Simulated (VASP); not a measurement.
# Ge (Fd-3m) in VASP: further runs, part 2 of 2

VASP 6.6.1.

## (3) Relaxation of cell and atoms, PBE, target pressure 48 GPa, at which the enthalpy is minimised

This run uses another cell than the first one, of 16.78 Å³/atom.

INCAR

```
  ALGO = Normal
  EDIFF = 1E-6
  EDIFFG = -0.005
  ENCUT = 600
  GGA = PE
  IBRION = 2
  ISIF = 3
  ISMEAR = -1
  LASPH = True
  LCHARG = False
  LREAL = False
  LWAVE = False
  NELM = 80
  NSW = 32
  PREC = Accurate
  PSTRESS = 480.0
  SIGMA = 0.08
```

KPOINTS

```
k-points
0
Gamma
  13 13 13
```

POSCAR

```
Ge
1.0
    0.0000000000      2.5600977260      2.5600977260
    2.5600977260      0.0000000000      2.5600977260
    2.5600977260      2.5600977260      0.0000000000
Ge
2
Direct
   -0.1250000000     -0.1250000000     -0.1250000000
    0.1250000000      0.1250000000      0.1250000000
```

Potentials or basis: VASP PAW PBE potentials, release 64 (Ge_d).

The run is started by

```
cat potpaw_PBE.64/Ge_d/POTCAR > POTCAR
mpirun -np 1 vasp_std > vasp.out
```

OUTCAR:

```text
EDIFF = 1E-6
   EDIFFG = -0.005
   ENCUT = 600
   GGA = PE
   IBRION = 2
   ISIF = 3
   ISMEAR = -1
   LASPH = True
   LREAL = False
   NELM = 80
   NSW = 32
   PREC = Accurate
   PSTRESS = 480.0

 ion  position               nearest neighbor table
   1  0.875  0.875  0.875-   2 2.22   2 2.22   2 2.22   2 2.22
   2  0.125  0.125  0.125-   1 2.22   1 2.22   1 2.22   1 2.22

  LATTYP: Found a face centered cubic cell.
 ALAT       =     5.1201954520

  Lattice vectors:

 A1 = (   0.0000000000,   2.5600977260,   2.5600977260)
 A2 = (   2.5600977260,   0.0000000000,   2.5600977260)
 A3 = (   2.5600977260,   2.5600977260,   0.0000000000)

Analysis of symmetry for initial positions (statically):
=====================================================================
 Subroutine PRICEL returns:
 Original cell was already a primitive cell.

 Routine SETGRP: Setting up the symmetry group for a
 face centered cubic supercell.

 Subroutine GETGRP returns: Found 48 space group operations
 (whereof 12 operations were pure point group operations)
 out of a pool of 48 trial point group operations.

The static configuration has the point symmetry D_3d.
 The point group associated with its full space group is O_h .

Analysis of symmetry for dynamics (positions and initial velocities):
=====================================================================
 Subroutine PRICEL returns:
 Original cell was already a primitive cell.

 Routine SETGRP: Setting up the symmetry group for a
 face centered cubic supercell.

 Subroutine GETGRP returns: Found 48 space group operations
 (whereof 12 operations were pure point group operations)
 out of a pool of 48 trial point group operations.

The dynamic configuration has the point symmetry D_3d.
 The point group associated with its full space group is O_h .

 Subroutine INISYM returns: Found 48 space group operations
[... 122 lines left out ...]
   GGA     = PE    functional components
   LHFCALC =     F    Hartree Fock is set to
   AEXX    =    0.0000 exact exchange contribution
   IVDW    =     0    specifies the selected vdW correction
   LEPSILON=     F    determine dielectric tensor
   LRPA    =     F    only Hartree local field effects (RPA)
 conjugate gradient relaxation of ions
 non-spin polarized calculation
  energy-cutoff  :      600.00
  volume of cell :       33.56
 maximum number of plane-waves:      1139
 NGX is ok and might be reduce to    30
   NGX = 15   NGY = 15   NGZ = 15

--------------------------------------- Ionic step        1  -------------------------------------------

 number of electron      27.9999995 magnetization

 Free energy of the ion-electron system (eV)
  ---------------------------------------------------
  ext. energy  EPLUGINS =         0.00000000
  ---------------------------------------------------
  free energy    TOTEN  =        -7.50681672 eV

  energy without entropy =       -7.50497784  energy(sigma->0) =       -7.50589728

------------------------ aborting loop because EDIFF is reached ----------------------------------------

  FORCE on cell =-STRESS in cart. coord.  units (eV):
  Direction    XX          YY          ZZ          XY          YZ          ZX
  --------------------------------------------------------------------------------------
  -------------------------------------------------------------------------------------
  Total        9.9422911      9.9422911      9.9422911      0.0000000      0.0000000     -0.0000000
  in kB      474.6761701    474.6761701    474.6761701      0.0000000      0.0000000     -0.0000000
  external PRESSURE =      -5.3238299 kB  Pullay stress =     480.0000000 kB
[... 253 lines left out ...]
--------------------------------------- Ionic step        8  -------------------------------------------

 number of electron      27.9999995 magnetization

 Free energy of the ion-electron system (eV)
  ---------------------------------------------------
  ext. energy  EPLUGINS =         0.00000000
  ---------------------------------------------------
  free energy    TOTEN  =        -7.49973821 eV

  energy without entropy =       -7.49789286  energy(sigma->0) =       -7.49881554

 E-fermi :   8.4277     XC(G=0): -11.4382

 val. band max:        8.2809926266   @ k =  -0.0769   0.0769   0.0000
 cond. band min:       8.4621716848   @ k =   0.0000   0.0000   0.0000
 fundamental gap:      0.1811790582
 Fermi energy:         8.4277421773

 k-point     1 :       0.0000    0.0000    0.0000
  band No.  band energies     occupation
      1     -17.1060      2.00000
      2     -17.1060      2.00000
      3     -17.1060      2.00000
      4     -17.0408      2.00000
      5     -17.0408      2.00000
      6     -16.6010      2.00000
[... 481 lines left out ...]
      5     -16.9046      2.00000
      6     -16.7415      2.00000
[... 10 lines left out ...]
     17      13.8596      0.00000
     18      15.2686      0.00000

 [... further k-points ...]

------------------------ aborting loop because EDIFF is reached ----------------------------------------

  FORCE on cell =-STRESS in cart. coord.  units (eV):
  Direction    XX          YY          ZZ          XY          YZ          ZX
  --------------------------------------------------------------------------------------
  -------------------------------------------------------------------------------------
  Total       10.0541807     10.0541807     10.0541807     -0.0000000      0.0000000     -0.0000000
  in kB      480.3565687    480.3565687    480.3565687     -0.0000000      0.0000000     -0.0000000
  external PRESSURE =       0.3565687 kB  Pullay stress =     480.0000000 kB
[... 21 lines left out ...]
  energy  without entropy=       -7.4978928598  energy(sigma->0) =       -7.49881554

  enthalpy is  TOTEN    =         2.5469792274 eV   P V=       10.0467174420

 reached required accuracy - stopping structural energy minimisation
```

OSZICAR:

```text
N       E                     dE             d eps       ncg     rms          rms(c)
DAV:   1     0.161532548972E+03    0.16153E+03   -0.16205E+04  3160   0.495E+03
DAV:   2     0.111103144697E+02   -0.15042E+03   -0.14747E+03  3032   0.554E+02
[... 46 lines left out ...]
DAV:   1    -0.749954868323E+01   -0.58949E-03   -0.13456E-05  3608   0.866E-02    0.637E-03
DAV:   2    -0.749954803332E+01    0.64991E-06   -0.12490E-06  1636   0.308E-02
   7 F= 0.25469794E+01 E0= 0.25479020E+01  d E =-.481220E-05
       N       E                     dE             d eps       ncg     rms          rms(c)
DAV:   1    -0.749973833244E+01   -0.18965E-03   -0.43564E-07  1522   0.137E-02    0.219E-03
DAV:   2    -0.749973821452E+01    0.11792E-06   -0.11923E-07  1518   0.657E-03
   8 F= 0.25469792E+01 E0= 0.25479019E+01  d E =-.499173E-05
```

Wall time 5.7 min (1 thread of AMD EPYC 7R43 (Zen 3), shared host); peak memory 0.16 GiB.

What came out:

| Quantity | Value |
| --- | --- |
| Free energy | -7.4997 eV |
| Relaxed volume | 16.77 Å³/atom |
| Relaxed cell | a = 3.620 Å, b = 3.620 Å, c = 3.620 Å, α = 60.00°, β = 60.00°, γ = 60.00° |
| Space group after relaxing (to 0.1 Å) | Fd-3m (No. 227) |
| Energy change on relaxing (the run minimises the enthalpy) | +3.5 meV/atom |
| Ionic steps | 8 |
| Pressure after relaxing | 48.0 GPa |

The path:
| step | energy change (eV) | largest force (eV/Å) | pressure (GPa) | volume (Å³) |
| --- | --- | --- | --- | --- |
| 1 | 0.0000 | 0.0000 | 47.47 | 33.56 |
| 2 | 0.0824 | 0.0000 | 49.82 | 33.29 |
| 3 | 0.0121 | 0.0000 | 48.25 | 33.52 |
| 4 | 0.0082 | 0.0000 | 48.07 | 33.53 |
| 5 | 0.0069 | 0.0000 | 47.80 | 33.54 |
| 6 | 0.0079 | 0.0000 | 48.31 | 33.53 |
| 7 | 0.0073 | 0.0000 | 48.19 | 33.53 |
| 8 | 0.0071 | 0.0000 | 48.04 | 33.53 |

Final structure:
```yaml
crystal:
  lattice:
    - [0.00000, 2.55950, 2.55950]
    - [2.55950, 0.00000, 2.55950]
    - [2.55950, 2.55950, 0.00000]
  atoms:
    - { symbol: Ge, position: [0.87500, 0.87500, 0.87500] }
    - { symbol: Ge, position: [0.12500, 0.12500, 0.12500] }
```

Caveat: the cell is relaxed towards a set pressure, so the run minimises the enthalpy, not the energy.
